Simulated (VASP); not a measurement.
A run of VASP 6.6.1 is set up as follows.

The input INCAR:

```
SYSTEM = TaO
  PREC = Accurate
  ENCUT = 520
  EDIFF = 1E-6
  ISMEAR = 0
  SIGMA = 0.1
  LREAL = .False.
  LASPH = .True.
  NELM = 80
  ALGO = Normal
  ISIF = 2
  LWAVE = .False.
  LCHARG = .False.
  GGA = PE
  NBANDS = 16
```

Contents of KPOINTS:

```
regular mesh
0
Gamma
  6 6 6
  0 0 0
```

POSCAR

```
TaO
1.0
    2.1100246825     -2.1100343265      0.0000000000
    2.1100246825      2.1100343265      0.0000000000
    0.0000000000      0.0000000000      2.8884652803
Ta O
1 1
Direct
    0.5000000000      0.5000000000      0.2499969243
    0.0000000000      0.0000000000      0.2500030757
```

Potentials or basis: VASP PAW PBE potentials, release 64 (Ta_pv, O).

Command:

```sh
$ cat potpaw_PBE.64/Ta_pv/POTCAR potpaw_PBE.64/O/POTCAR > POTCAR
$ mpirun -np 1 vasp_std > vasp.out
```

Problem. Predict the pressure.

Solution. 0.5 GPa.

Stress tensor (GPa, compression positive):
```
 0.69  0.00  0.00
 0.00  0.69  0.00
 0.00  0.00 -0.03
```

Caveat: the k points lie up to 0.36 Å⁻¹ apart; an odd number of electrons without spin polarisation forces a metal; a magnetic or distorted state may lie lower.
